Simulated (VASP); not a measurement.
# YRh (Pm-3m) in VASP: electric field gradients with LDA

Aim: the electric field gradients of YRh with LDA.

Program: VASP 6.6.1. These are calculated values, not measurements. Logs are shortened: lines on timing, memory, paths and dates and some standing lists are left out, and cuts for length are marked.

### 1 The cell of the first run

It takes space group Pm-3m (No. 221, cubic). The conventional cell has a = 3.351 Å, b = 3.351 Å, c = 3.351 Å, α = 90.00°, β = 90.00°, γ = 90.00°. Y (site symmetry m-3m) has 8 Rh at 2.90 Å and 6 Y at 3.35 Å within 3.8 Å. Rh (site symmetry m-3m) has 8 Y at 2.90 Å and 6 Rh at 3.35 Å within 3.8 Å.

### 2 Electric field gradients, LDA

INCAR reads:

```
PREC = Accurate
ENCUT = 520
EDIFF = 1E-8
ISMEAR = -1
SIGMA = 0.05
LREAL = F
LASPH = T
NELM = 100
ALGO = Normal
ISIF = 2
LWAVE = F
LCHARG = F
GGA = CA
LEFG = T
NBANDS = 20
```

KPOINTS reads:

```
regular mesh
0
Gamma
  12 12 12
```

POSCAR reads:

```
YRh
1.0
    3.3512210749      0.0000000000      0.0000000000
    0.0000000000      3.3512210749      0.0000000000
    0.0000000000      0.0000000000      3.3512210749
Y Rh
1 1
Direct
    0.5000000000      0.5000000000      0.5000000000
    0.0000000000      0.0000000000      0.0000000000
```

Potentials or basis: VASP PAW LDA potentials, release 64 (Y_sv, Rh_pv).

Command:

```console
$ cat potpaw_LDA.64/Y_sv/POTCAR potpaw_LDA.64/Rh_pv/POTCAR > POTCAR
$ mpirun -np 1 vasp_std > vasp.out
```

OUTCAR:

```text
PREC = Accurate
   ENCUT = 520
   EDIFF = 1E-8
   ISMEAR = -1
   LREAL = F
   LASPH = T
   NELM = 100
   ISIF = 2
   GGA = CA

 ion  position               nearest neighbor table
   1  0.500  0.500  0.500-   2 2.90   2 2.90   2 2.90   2 2.90   2 2.90   2 2.90   2 2.90   2 2.90

   2  0.000  0.000  0.000-   1 2.90   1 2.90   1 2.90   1 2.90   1 2.90   1 2.90   1 2.90   1 2.90

  LATTYP: Found a simple cubic cell.
 ALAT       =     3.3512210749

  Lattice vectors:

 A1 = (   3.3512210749,   0.0000000000,   0.0000000000)
 A2 = (   0.0000000000,   3.3512210749,   0.0000000000)
 A3 = (   0.0000000000,   0.0000000000,   3.3512210749)

Analysis of symmetry for initial positions (statically):
=====================================================================
 Subroutine PRICEL returns:
 Original cell was already a primitive cell.

 Routine SETGRP: Setting up the symmetry group for a
 simple cubic supercell.

 Subroutine GETGRP returns: Found 48 space group operations
 (whereof 48 operations were pure point group operations)
 out of a pool of 48 trial point group operations.

The static configuration has the point symmetry O_h .

Analysis of symmetry for dynamics (positions and initial velocities):
=====================================================================
 Subroutine PRICEL returns:
 Original cell was already a primitive cell.

 Routine SETGRP: Setting up the symmetry group for a
 simple cubic supercell.

 Subroutine GETGRP returns: Found 48 space group operations
 (whereof 48 operations were pure point group operations)
 out of a pool of 48 trial point group operations.

The dynamic configuration has the point symmetry O_h .

 Subroutine INISYM returns: Found 48 space group operations
 (whereof 48 operations are pure point group operations),
 and found     1 'primitive' translations

----------------------------------------------------------------------------------------

                                     Primitive cell

  volume of cell :      37.6365

  direct lattice vectors                    reciprocal lattice vectors
     3.351221075  0.000000000  0.000000000     0.298398696  0.000000000  0.000000000
     0.000000000  3.351221075  0.000000000     0.000000000  0.298398696  0.000000000
     0.000000000  0.000000000  3.351221075     0.000000000  0.000000000  0.298398696

  length of vectors
     3.351221075  3.351221075  3.351221075     0.298398696  0.298398696  0.298398696

  position of ions in fractional coordinates (direct lattice)
     0.500000000  0.500000000  0.500000000
     0.000000000  0.000000000  0.000000000

  ion indices of the primitive-cell ions
   primitive index   ion index
                 1           1
                 2           2

----------------------------------------------------------------------------------------

 KPOINTS: regular mesh

Automatic generation of k-mesh.
 Grid dimensions read from file:
 generate k-points for:   12   12   12

 Generating k-lattice:

  Cartesian coordinates                     Fractional coordinates (reciprocal lattice)
     0.024866558  0.000000000  0.000000000     0.083333333  0.000000000  0.000000000
     0.000000000  0.024866558  0.000000000     0.000000000  0.083333333  0.000000000
     0.000000000  0.000000000  0.024866558     0.000000000  0.000000000  0.083333333

  Length of vectors
     0.024866558  0.024866558  0.024866558

  Shift w.r.t. Gamma in fractional coordinates (k-lattice)
     0.000000000  0.000000000  0.000000000

 Subroutine IBZKPT returns following result:
 ===========================================

 Found     84 irreducible k-points:

 Following reciprocal coordinates:
            Coordinates               Weight
  0.000000  0.000000  0.000000      1.000000
  0.083333  0.000000  0.000000      6.000000
  0.166667  0.000000  0.000000      6.000000
  0.250000  0.000000  0.000000      6.000000
  0.333333  0.000000  0.000000      6.000000
  0.416667  0.000000  0.000000      6.000000
[... 16 lines left out ...]
  0.333333  0.333333  0.000000     12.000000
  0.416667  0.333333  0.000000     24.000000
 [... further k-points ...]
   k-points           NKPTS =     84   k-points in BZ     NKDIM =     84   number of bands    NBANDS=     20
   number of dos      NEDOS =    301   number of ions     NIONS =      2
   total plane-waves  NPLWV =  21952
   dimension x,y,z NGX =    28 NGY =   28 NGZ =   28
   dimension x,y,z NGXF=    56 NGYF=   56 NGZF=   56
   ions per type =               1   1
   NGX,Y,Z   is equivalent  to a cutoff of  13.89, 13.89, 13.89 a.u.
   NGXF,Y,Z  is equivalent  to a cutoff of  27.78, 27.78, 27.78 a.u.
 SYSTEM =  unknown system
   PREC   = accura    normal or accurate (medium, high low for compatibility)
   ISTART =      0    job   : 0-new  1-cont  2-samecut
   ICHARG =      2    charge: 1-file 2-atom 10-const
   ISPIN  =      1    spin polarized calculation?
   LNONCOLLINEAR =      F non collinear calculations
   LSORBIT =      F    spin-orbit coupling
   LASPH  =      T    aspherical Exc in radial PAW
   ENCUT  =  520.0 eV  38.22 Ry    6.18 a.u.   6.23  6.23  6.23*2*pi/ulx,y,z
   NELM   =    100;   NELMIN=  2; NELMDL= -5     # of ELM steps
   EDIFF  = 0.1E-07   stopping-criterion for ELM
   LREAL  =      F    real-space projection
   EDIFFG = 0.1E-06   stopping-criterion for IOM
   NSW    =      0    number of steps for IOM
   IBRION =     -1    ionic relax: 0-MD 1-quasi-New 2-CG
   NFREE  =      0    steps in history (QN), initial steepest desc. (CG)
   ISIF   =      2    stress and relaxation
   ISYM   =      2    0-nonsym 1-usesym 2-fastsym
   POTIM  = 0.5000    time-step for ionic-motion
   TEBEG  =    0.0;   TEEND  =   0.0 temperature during run
   PSTRESS=    0.0 pullay stress
   NELECT =      26.0000    total number of electrons
   NUPDOWN=      -1.0000    fix difference up-down
   EMIN   =  10.00;   EMAX   =-10.00  energy-range for DOS
   EFERMI =   0.00;   METHOD = LEGACY
   ISMEAR =    -1;   SIGMA  =   0.05  broadening in eV -4-tet -1-fermi 0-gaus
   EFERMI_NEDOS =   21; number of points for ismear=-14 and -15
   IALGO  =     38    algorithm
   IMIX   =      4    mixing-type and parameters
     AMIX     =   0.40;   BMIX     =  1.00
     AMIX_MAG =   1.60;   BMIX_MAG =  1.00
  volume/ion in A,a.u.               =      18.82       126.99
  Fermi-wavevector in a.u.,A,eV,Ry     =   1.447203  2.734818 28.496005  2.094397
  Thomas-Fermi vector in A             =   2.565185
   LORBIT       =      0    0 simple, 1 ext, 2 COOP (PROOUT), +10 PAW based schemes
   GGA     = CA    functional components
   LHFCALC =     F    Hartree Fock is set to
   AEXX    =    0.0000 exact exchange contribution
   IVDW    =     0    specifies the selected vdW correction
   LEPSILON=     F    determine dielectric tensor
   LRPA    =     F    only Hartree local field effects (RPA)
 non-spin polarized calculation
  energy-cutoff  :      520.00
  volume of cell :       37.64
 maximum number of plane-waves:      1064
 NGX is ok and might be reduce to    28
   NGX = 13   NGY = 13   NGZ = 13

 number of electron      26.0000004 magnetization

 Free energy of the ion-electron system (eV)
  ---------------------------------------------------
  ext. energy  EPLUGINS =         0.00000000
  ---------------------------------------------------
  free energy    TOTEN  =       -17.29329230 eV

  energy without entropy =      -17.28301099  energy(sigma->0) =      -17.28815164

 E-fermi :   7.0340     XC(G=0): -12.2259

 val. band max:        7.0214853258   @ k =   0.5000   0.4167   0.4167
 cond. band min:       7.0445652564   @ k =   0.5000   0.3333   0.1667
 fundamental gap:      0.0230799306
 Fermi energy:         7.0339882672

 k-point     1 :       0.0000    0.0000    0.0000
  band No.  band energies     occupation
      1     -38.7850      2.00000
      2     -38.7850      2.00000
      3     -38.7850      2.00000
      4     -34.7823      2.00000
      5     -14.6918      2.00000
      6     -14.6918      2.00000
[... 12 lines left out ...]
     19      15.3033      0.00000
     20      15.3033      0.00000

 k-point     2 :       0.0833    0.0000    0.0000
  band No.  band energies     occupation
      1     -38.7883      2.00000
      2     -38.7848      2.00000
      3     -38.7848      2.00000
      4     -34.7774      2.00000
      5     -14.7396      2.00000
      6     -14.6896      2.00000
[... 498 lines left out ...]
 k-point    24 :       0.4167    0.3333    0.0000
  band No.  band energies     occupation
      1     -38.8210      2.00000
      2     -38.8112      2.00000
      3     -38.7791      2.00000
      4     -34.6863      2.00000
      5     -15.2201      2.00000
      6     -15.0930      2.00000
[... 12 lines left out ...]
     19      14.0139      0.00000
     20      17.8728      0.00000

 [... further k-points ...]

------------------------ aborting loop because EDIFF is reached ----------------------------------------

  FORCE on cell =-STRESS in cart. coord.  units (eV):
  Direction    XX          YY          ZZ          XY          YZ          ZX
  --------------------------------------------------------------------------------------
  -------------------------------------------------------------------------------------
  Total        0.0307308      0.0307308      0.0307308      0.0000000      0.0000000     -0.0000000
  in kB        1.3082011      1.3082011      1.3082011      0.0000000      0.0000000     -0.0000000
  external PRESSURE =       1.3082011 kB  Pullay stress =       0.0000000 kB

 VOLUME and BASIS-vectors are now :
 -----------------------------------------------------------------------------
  energy-cutoff  :      520.00
  volume of cell :       37.64
      direct lattice vectors                 reciprocal lattice vectors
     3.351221075  0.000000000  0.000000000     0.298398696  0.000000000  0.000000000
     0.000000000  3.351221075  0.000000000     0.000000000  0.298398696  0.000000000
     0.000000000  0.000000000  3.351221075     0.000000000  0.000000000  0.298398696

 POSITION                                       TOTAL-FORCE (eV/Angst)
 -----------------------------------------------------------------------------------
      1.67561      1.67561      1.67561         0.000000      0.000000      0.000000
      0.00000      0.00000      0.00000         0.000000      0.000000      0.000000
 -----------------------------------------------------------------------------------
    total drift:                               -0.000000      0.000000      0.000000

  FREE ENERGIE OF THE ION-ELECTRON SYSTEM (eV)
  ---------------------------------------------------
  free  energy   TOTEN  =       -17.2932922953 eV

  energy  without entropy=      -17.2830109932  energy(sigma->0) =      -17.28815164

 Electric field gradients (V/A^2)
---------------------------------------------------------------------
 ion       V_xx      V_yy      V_zz      V_xy      V_xz      V_yz
---------------------------------------------------------------------
   1       0.000    -0.000     0.000     0.000    -0.000     0.000
   2      -0.000    -0.000    -0.000    -0.000    -0.000    -0.000
---------------------------------------------------------------------

 Electric field gradients after diagonalization (V/A^2)
 (convention: |V_zz| > |V_xx| > |V_yy|)
----------------------------------------------------------------------
 ion       V_xx      V_yy      V_zz     asymmetry (V_yy - V_xx)/ V_zz
----------------------------------------------------------------------
   1      -0.000     0.000     0.000       0.658
   2      -0.000    -0.000    -0.000      -0.048
----------------------------------------------------------------------

           NMR quadrupolar parameters

 Cq : quadrupolar parameter    Cq=e*Q*V_zz/h
 eta: asymmetry parameters     (V_yy - V_xx)/ V_zz
 Q  : nuclear electric quadrupole moment in mb (millibarn)
----------------------------------------------------------------------
 ion       Cq(MHz)       eta       Q (mb)
----------------------------------------------------------------------
   1       0.000       0.658       1.000
   2      -0.000      -0.048       1.000
----------------------------------------------------------------------
```

Wall time 56 s (1 thread of Intel Xeon Platinum 8259CL at 2.50GHz (Skylake/Cascade Lake), shared host); peak memory 0.21 GiB.

Results:

```
Free energy                             : -17.2933 eV
Pressure                                : 0.1 GPa
Band gap on the k mesh                  : zero (bands 13 and 14 overlap by 0.92 eV)
Largest electric field gradient by atom : under 0.05 V/Å² on every atom
```

The gap in the log of VASP goes by the Fermi energy; the results here count the filled bands.